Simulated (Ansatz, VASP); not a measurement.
**One calculation of GaGe3, two programs**

Contents of INCAR:

```
PREC = Accurate
ENCUT = 520
EDIFF = 1E-7
ISMEAR = -1
SIGMA = 0.05
LREAL = F
LASPH = T
NELM = 80
ALGO = Normal
ISIF = 2
LWAVE = F
LCHARG = F
GGA = CA
NBANDS = 36
```

File KPOINTS:

```
Automatic mesh
0
Gamma
  6 6 6
```

File POSCAR:

```
GaGe3
1.0
    4.3623787939      0.0000000000      0.0000000000
    0.0000000000      4.3623787939      0.0000000000
    0.0000000000      0.0000000000      4.3623787939
Ge Ga
3 1
Direct
    0.5000000000      0.5000000000      0.0000000000
    0.5000000000      0.0000000000      0.5000000000
    0.0000000000      0.5000000000      0.5000000000
    0.0000000000      0.0000000000      0.0000000000
```

The input input.yaml:

```yaml
crystal:
  lattice:
    - [4.3623787939, 0.0, 0.0]
    - [0.0, 4.3623787939, 0.0]
    - [0.0, 0.0, 4.3623787939]
  atoms:
    - { symbol: Ge, position: [0.5, 0.5, 0.0] }
    - { symbol: Ge, position: [0.5, 0.0, 0.5] }
    - { symbol: Ge, position: [0.0, 0.5, 0.5] }
    - { symbol: Ga, position: [0.0, 0.0, 0.0] }
kpoints:
  mp_grid: { grid: [6, 6, 6] }
scf:
  occupations: { method: fermi_dirac, width: 0.05 }
hamiltonian:
  xc: lda
  pseudopotentials: { kind: all_electron, lapw: { basis_error: 0.002 } }
output:
  forces: true
  stress: true
  eigenvalues: true
```

Change from the starting cell: volume scaled by 1.06.

Alike in both runs: task single point; functional LDA; k mesh 6 × 6 × 6; occupations fermi-dirac, width 0.05 eV; no spin polarisation.

|  | VASP | Ansatz |
| --- | --- | --- |
| version | VASP 6.6.1 | Ansatz 0.2.0 |
| potentials or method | VASP PAW LDA potentials, release 64 (Ge_d, Ga_d), cutoff 520 eV | all-electron LAPW, scalar-relativistic |

|  | VASP | Ansatz | Ansatz less VASP |
| --- | --- | --- | --- |
| gap on the k mesh at the Fermi level (eV) | none | none | - |
| pressure (GPa) | -7.2 | -7.2 | +0.01 |

LDA's correlation is that of Perdew and Zunger in VASP and of Perdew and Wang (1992) in Ansatz. A gap of «none» marks a metal or a gap that the smearing closes. Ansatz ran all-electron here, and VASP with PAW potentials.
